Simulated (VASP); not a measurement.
Here is a VASP 6.6.1 calculation.

Contents of INCAR:

```
PREC = Accurate
ENCUT = 520
EDIFF = 1E-7
ISMEAR = -1
SIGMA = 0.05
LREAL = F
LASPH = T
NELM = 150
ALGO = Normal
ISIF = 2
LWAVE = F
LCHARG = F
ISPIN = 2
MAGMOM = 4 0 0
LORBIT = 11
LMAXMIX = 4
GGA = PE
NBANDS = 24
```

KPOINTS

```
regular mesh
0
Gamma
  11 11 6
```

Contents of POSCAR:

```
MnO2
1.0
    2.8565781804      0.0000000000      0.0000000000
   -1.4282890902      2.4738692722      0.0000000000
    0.0000000000      0.0000000000      4.6013740589
Mn O
1 2
Direct
    0.0000000000      0.0000000000      0.5000000000
    0.3333333333      0.6666666667      0.7062925700
    0.6666666667      0.3333333333      0.2937074300
```

Potentials or basis: VASP PAW PBE potentials, release 64 (Mn_pv, O).

Launch:

```bash
$ cat potpaw_PBE.64/Mn_pv/POTCAR potpaw_PBE.64/O/POTCAR > POTCAR
$ mpirun -np 1 vasp_std > vasp.out
```

Q: Predict the largest force.

A: 0.310 eV/Å.

Q: What does it give for the net moment?

A: 3.00 μB per cell.

Q: Predict the pressure.

A: 5.8 GPa.

Q: What does it give for the band gap on the k mesh?

A: 0.81 eV, indirect (least direct gap 0.87 eV).

Stress tensor (GPa, compression positive):
```
6.24 0.00 0.00
0.00 6.24 0.00
0.00 0.00 4.99
```

Caveat: a cell with one magnetic atom can't hold antiferromagnetic order, which such compounds often take. A k mesh can miss the band edges.
